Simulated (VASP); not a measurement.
Input of a VASP 6.6.1 run:

File INCAR:

```
PREC = Accurate
ENCUT = 520
EDIFF = 1E-6
ISMEAR = -1
SIGMA = 0.05
LREAL = False
LASPH = True
NELM = 100
ALGO = Normal
ISIF = 2
LWAVE = False
LCHARG = False
GGA = CA
NBANDS = 11
```

Contents of KPOINTS:

```
Automatic mesh
0
Gamma
  13 13 13
```

File POSCAR:

```
C
1.0
    0.0000000000      1.7833700000      1.7833700000
    1.7833700000      0.0000000000      1.7833700000
    1.7833700000      1.7833700000      0.0000000000
C
2
Direct
    0.7500000000      0.7500000000      0.7500000000
    0.5000000000      0.5000000000      0.5000000000
```

Potentials or basis: VASP PAW LDA potentials, release 64 (C).

Launch:

```console
$ cat potpaw_LDA.64/C/POTCAR > POTCAR
$ mpirun -np 1 vasp_std > vasp.out
```

Estimate the band gap on the k mesh.

4.11 eV, indirect (least direct gap 5.54 eV).

Predict the pressure.

-11.6 GPa.

A k mesh can miss the band edges. Expect the measured gap to be larger: semilocal functionals such as LDA lack the derivative discontinuity.
